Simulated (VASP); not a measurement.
A run of VASP 6.6.1 is set up as follows.

INCAR

```
SYSTEM = LuH2
ALGO     = Normal         ! electronic algorithm
EDIFF    = 1E-8           ! SCF threshold, eV
ENCUT    = 520            ! plane-wave cutoff, eV
GGA      = CA             ! functional
GGA_COMPAT= .False.      
ISIF     = 2              ! what is computed and relaxed
ISMEAR   = -1             ! smearing method
LASPH    = .True.         ! aspherical terms in the spheres
LCHARG   = .False.        ! write CHGCAR
LEFG     = .True.       
LREAL    = .False.        ! projectors in reciprocal space
LWAVE    = .False.        ! write WAVECAR
NBANDS   = 20             ! bands
NELM     = 120            ! most SCF steps
PREC     = Accurate       ! precision mode
SIGMA    = 0.02           ! smearing width, eV
```

KPOINTS

```
k-points
0
Gamma
  8 8 8
  0 0 0
```

Contents of POSCAR:

```
LuH2
1.0
    0.0000000000      2.4651284426      2.4651284426
    2.4651284426      0.0000000000      2.4651284426
    2.4651284426      2.4651284426      0.0000000000
Lu H
1 2
Direct
    0.0000000000      0.0000000000      0.0000000000
    0.2500000000      0.2500000000      0.2500000000
    0.7500000000      0.7500000000      0.7500000000
```

Potentials or basis: VASP PAW PBE potentials, release 64 (Lu, H).

Launch:

```console
$ cat potpaw_PBE.64/Lu/POTCAR potpaw_PBE.64/H/POTCAR > POTCAR
$ mpirun -np 1 vasp_std > vasp.out
```

Q: Predict the pressure.

A: -0.6 GPa.

Caveat: without QUAD_EFG the Cq values of the log hold for a quadrupole moment of 1 mb, not for the nuclei; the PAW data sets were made with another functional, which shifts forces and pressure a little.
